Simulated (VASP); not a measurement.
# Li2O (Fm-3m) in VASP: further runs, part 2 of 2

VASP 6.6.1. Earlier steps stand in the parts before.

## 4. Single point, PBE

INCAR reads:

```
SYSTEM = Li2O
ALGO = Normal
EDIFF = 1E-6
ENCUT = 750
GGA = PE
GGA_COMPAT = .False.
ISIF = 2
ISMEAR = 0
ISYM = 0
LASPH = .True.
LCHARG = .True.
LELF = .True.
LREAL = .False.
LVHAR = .True.
LWAVE = .False.
NBANDS = 13
NELM = 120
PREC = Accurate
SIGMA = 0.02
```

KPOINTS reads:

```
Automatic mesh
0
Gamma
  8 8 8
  0.5 0.5 0.5
```

POSCAR reads:

```
Li2O
1.0
    0.0000000000      2.3131900688      2.3131900688
    2.3131900688      0.0000000000      2.3131900688
    2.3131900688      2.3131900688      0.0000000000
Li O
2 1
Direct
    0.7500000000      0.7500000000      0.7500000000
    0.2500000000      0.2500000000      0.2500000000
    0.5000000000      0.5000000000      0.5000000000
```

Potentials or basis: VASP PAW PBE potentials, release 64 (Li_sv, O).

Started as:

```bash
> cat potpaw_PBE.64/Li_sv/POTCAR potpaw_PBE.64/O/POTCAR > POTCAR
> mpirun -np 1 vasp_std > vasp.out
```

OUTCAR:

```text
SYSTEM = Li2O
   EDIFF = 1E-6
   ENCUT = 750
   GGA = PE
   ISIF = 2
   ISMEAR = 0
   ISYM = 0
   LASPH = .True.
   LREAL = .False.
   NELM = 120
   PREC = Accurate

 ion  position               nearest neighbor table
   1  0.750  0.750  0.750-   3 2.00   3 2.00   3 2.00   3 2.00   2 2.31   2 2.31   2 2.31   2 2.31
                             2 2.31   2 2.31
   2  0.250  0.250  0.250-   3 2.00   3 2.00   3 2.00   3 2.00   1 2.31   1 2.31   1 2.31   1 2.31
                             1 2.31   1 2.31
   3  0.500  0.500  0.500-   2 2.00   2 2.00   2 2.00   1 2.00   2 2.00   1 2.00   1 2.00   1 2.00

IMPORTANT INFORMATION: All symmetrisations will be switched off!
NOSYMM: (Re-)initialisation of all symmetry stuff for point group C_1.

----------------------------------------------------------------------------------------

                                     Primitive cell

  volume of cell :      24.7551

  direct lattice vectors                    reciprocal lattice vectors
     0.000000000  2.313190069  2.313190069    -0.216151715  0.216151715  0.216151715
     2.313190069  0.000000000  2.313190069     0.216151715 -0.216151715  0.216151715
     2.313190069  2.313190069  0.000000000     0.216151715  0.216151715 -0.216151715

  length of vectors
     3.271344768  3.271344768  3.271344768     0.374385752  0.374385752  0.374385752

  position of ions in fractional coordinates (direct lattice)
     0.750000000  0.750000000  0.750000000
     0.250000000  0.250000000  0.250000000
     0.500000000  0.500000000  0.500000000

  ion indices of the primitive-cell ions
   primitive index   ion index
                 1           1
                 2           2
                 3           3

----------------------------------------------------------------------------------------

 KPOINTS: Automatic mesh

Automatic generation of k-mesh.
 Grid dimensions read from file:
 generate k-points for:    8    8    8

 Generating k-lattice:

  Cartesian coordinates                     Fractional coordinates (reciprocal lattice)
    -0.027018964  0.027018964  0.027018964     0.125000000  0.000000000  0.000000000
     0.027018964 -0.027018964  0.027018964     0.000000000  0.125000000  0.000000000
     0.027018964  0.027018964 -0.027018964     0.000000000  0.000000000  0.125000000

  Length of vectors
     0.046798219  0.046798219  0.046798219

  Shift w.r.t. Gamma in fractional coordinates (k-lattice)
     0.500000000  0.500000000  0.500000000

 Subroutine IBZKPT returns following result:
 ===========================================

 Found   1024 irreducible k-points:

 Following reciprocal coordinates:
            Coordinates               Weight
  0.062500  0.062500  0.062500      2.000000
  0.062500  0.000000  0.000000      2.000000
  0.000000  0.000000 -0.062500      2.000000
  0.000000  0.062500  0.000000      2.000000
  0.187500  0.062500  0.062500      2.000000
  0.062500  0.187500  0.062500      2.000000
[... 16 lines left out ...]
  0.000000  0.250000 -0.062500      2.000000
  0.250000  0.000000 -0.062500      2.000000
 [... further k-points ...]
   k-points           NKPTS =   1024   k-points in BZ     NKDIM =   1024   number of bands    NBANDS=     13
   number of dos      NEDOS =    301   number of ions     NIONS =      3
   total plane-waves  NPLWV =  27000
   dimension x,y,z NGX =    30 NGY =   30 NGZ =   30
   dimension x,y,z NGXF=    60 NGYF=   60 NGZF=   60
   ions per type =               2   1
   NGX,Y,Z   is equivalent  to a cutoff of  15.25, 15.25, 15.25 a.u.
   NGXF,Y,Z  is equivalent  to a cutoff of  30.49, 30.49, 30.49 a.u.
 SYSTEM =  Li2O
   PREC   = accura    normal or accurate (medium, high low for compatibility)
   ISTART =      0    job   : 0-new  1-cont  2-samecut
   ICHARG =      2    charge: 1-file 2-atom 10-const
   ISPIN  =      1    spin polarized calculation?
   LNONCOLLINEAR =      F non collinear calculations
   LSORBIT =      F    spin-orbit coupling
   LASPH  =      T    aspherical Exc in radial PAW
   ENCUT  =  750.0 eV  55.12 Ry    7.42 a.u.   7.30  7.30  7.30*2*pi/ulx,y,z
   NELM   =    120;   NELMIN=  2; NELMDL= -5     # of ELM steps
   EDIFF  = 0.1E-05   stopping-criterion for ELM
   LREAL  =      F    real-space projection
   EDIFFG = 0.1E-04   stopping-criterion for IOM
   NSW    =      0    number of steps for IOM
   IBRION =     -1    ionic relax: 0-MD 1-quasi-New 2-CG
   NFREE  =      0    steps in history (QN), initial steepest desc. (CG)
   ISIF   =      2    stress and relaxation
   ISYM   =      0    0-nonsym 1-usesym 2-fastsym
   POTIM  = 0.5000    time-step for ionic-motion
   TEBEG  =    0.0;   TEEND  =   0.0 temperature during run
   PSTRESS=    0.0 pullay stress
   NELECT =      12.0000    total number of electrons
   NUPDOWN=      -1.0000    fix difference up-down
   EMIN   =  10.00;   EMAX   =-10.00  energy-range for DOS
   EFERMI =   0.00;   METHOD = LEGACY
   ISMEAR =     0;   SIGMA  =   0.02  broadening in eV -4-tet -1-fermi 0-gaus
   EFERMI_NEDOS =   21; number of points for ismear=-14 and -15
   IALGO  =     38    algorithm
   IMIX   =      4    mixing-type and parameters
     AMIX     =   0.40;   BMIX     =  1.00
     AMIX_MAG =   1.60;   BMIX_MAG =  1.00
  volume/ion in A,a.u.               =       8.25        55.69
  Fermi-wavevector in a.u.,A,eV,Ry     =   1.286019  2.430223 22.501913  1.653844
  Thomas-Fermi vector in A             =   2.418118
   LORBIT       =      0    0 simple, 1 ext, 2 COOP (PROOUT), +10 PAW based schemes
   GGA     = PE    functional components
   LHFCALC =     F    Hartree Fock is set to
   AEXX    =    0.0000 exact exchange contribution
   IVDW    =     0    specifies the selected vdW correction
   LEPSILON=     F    determine dielectric tensor
   LRPA    =     F    only Hartree local field effects (RPA)
 non-spin polarized calculation
 Gauss-broadening in eV      SIGMA  =   0.02
  energy-cutoff  :      750.00
  volume of cell :       24.76
 maximum number of plane-waves:      1179
 NGX is ok and might be reduce to    30
   NGX = 15   NGY = 15   NGZ = 15

 number of electron      11.9999999 magnetization

 Free energy of the ion-electron system (eV)
  ---------------------------------------------------
  ext. energy  EPLUGINS =         0.00000000
  ---------------------------------------------------
  free energy    TOTEN  =       -14.35618316 eV

  energy without entropy =      -14.35618316  energy(sigma->0) =      -14.35618316

 E-fermi :   1.5100     XC(G=0):  -9.7337

 val. band max:        1.2912618999   @ k =   0.0000   0.0000  -0.0625
 cond. band min:       6.4356036099   @ k =  -0.4375   0.0000   0.5000
 fundamental gap:      5.1443417100
 Fermi energy:         1.5099650021

 k-point     1 :       0.0625    0.0625    0.0625
  band No.  band energies     occupation
      1     -41.6776      2.00000
      2     -41.3590      2.00000
      3     -14.1234      2.00000
      4       1.1711      2.00000
      5       1.2913      2.00000
      6       1.2913      2.00000
      7       6.6557      0.00000
      8      13.2315      0.00000
      9      13.2822      0.00000
     10      13.2822      0.00000
     11      19.7397      0.00000
     12      19.7397      0.00000
     13      20.3951      0.00000

 k-point     2 :       0.0625    0.0000    0.0000
  band No.  band energies     occupation
      1     -41.6776      2.00000
      2     -41.3590      2.00000
      3     -14.1234      2.00000
      4       1.1711      2.00000
      5       1.2913      2.00000
      6       1.2913      2.00000
      7       6.6557      0.00000
      8      13.2315      0.00000
      9      13.2822      0.00000
     10      13.2822      0.00000
     11      19.7397      0.00000
[... 339 lines left out ...]
 k-point    24 :       0.2500    0.0000   -0.0625
  band No.  band energies     occupation
      1     -41.6162      2.00000
      2     -41.4064      2.00000
      3     -14.0042      2.00000
      4      -0.4054      2.00000
      5       0.9021      2.00000
      6       1.1011      2.00000
      7       8.1889      0.00000
      8      12.8069      0.00000
      9      13.6530      0.00000
     10      13.9941      0.00000
     11      17.0892      0.00000
     12      19.1059      0.00000
     13      22.4446      0.00000

 [... further k-points ...]

------------------------ aborting loop because EDIFF is reached ----------------------------------------

  FORCE on cell =-STRESS in cart. coord.  units (eV):
  Direction    XX          YY          ZZ          XY          YZ          ZX
  --------------------------------------------------------------------------------------
  -------------------------------------------------------------------------------------
  Total       -0.0542583     -0.0542583     -0.0542579     -0.0000017     -0.0000020     -0.0000018
  in kB       -3.5116637     -3.5116639     -3.5116388     -0.0001089     -0.0001290     -0.0001181
  external PRESSURE =      -3.5116554 kB  Pullay stress =       0.0000000 kB

 VOLUME and BASIS-vectors are now :
 -----------------------------------------------------------------------------
  energy-cutoff  :      750.00
  volume of cell :       24.76
      direct lattice vectors                 reciprocal lattice vectors
     0.000000000  2.313190069  2.313190069    -0.216151715  0.216151715  0.216151715
     2.313190069  0.000000000  2.313190069     0.216151715 -0.216151715  0.216151715
     2.313190069  2.313190069  0.000000000     0.216151715  0.216151715 -0.216151715

 POSITION                                       TOTAL-FORCE (eV/Angst)
 -----------------------------------------------------------------------------------
      3.46979      3.46979      3.46979        -0.000001     -0.000000     -0.000000
      1.15660      1.15660      1.15660         0.000001      0.000000      0.000000
      2.31319      2.31319      2.31319         0.000000     -0.000000      0.000000
 -----------------------------------------------------------------------------------
    total drift:                               -0.000000      0.000000      0.000000

  FREE ENERGIE OF THE ION-ELECTRON SYSTEM (eV)
  ---------------------------------------------------
  free  energy   TOTEN  =       -14.3561831646 eV

  energy  without entropy=      -14.3561831646  energy(sigma->0) =      -14.35618316
```

Run time: 3.9 min. Hardware: 1 thread of Intel Xeon 6975P-C (Granite Rapids), shared host; peak memory 0.55 GiB.

What came out:

| Item | Value |
| --- | --- |
| Free energy | -14.3562 eV |
| Pressure | -0.4 GPa |
| Band gap on the k mesh | 5.14 eV (least direct gap 5.36 eV) |

Levels at points of the mesh, in eV from the valence-band top:
```tsv
k point	band 3	band 4	band 5	band 6	band 7	band 8	band 9	band 10
(0.06, 0.06, 0.06)	-15.41	-0.12	0.00	0.00	5.36	11.94	11.99	11.99
```

Caveat: a shifted mesh leaves out Γ, where band edges can lie. A k mesh can miss the band edges.

## 5. Overview

| task | cell | k mesh | smearing | gap on the mesh (eV) | pressure (GPa) | relaxed volume (Å³/atom) |
| --- | --- | --- | --- | --- | --- | --- |
| relaxation of cell and atoms | relaxed | 8 × 8 × 8 | gaussian 0.02 eV | 4.98 | -0.1 | 8.23 |
| relaxation of cell and atoms | relaxed | 8 × 8 × 8 | gaussian 0.01 eV | 4.98 | 0.0 | 8.22 |
| single point | as given | 8 × 8 × 8, shifted | gaussian 0.02 eV | 5.14 | -0.4 | - |

Alike in all rows: level PBE; potentials or basis VASP PAW PBE potentials, release 64 (Li_sv, O); no spin polarisation; cutoff (eV) 750.

Caveats: a shifted mesh leaves out Γ, where band edges can lie (at least some runs).

Absolute energies hang on the potentials; compare differences alone.
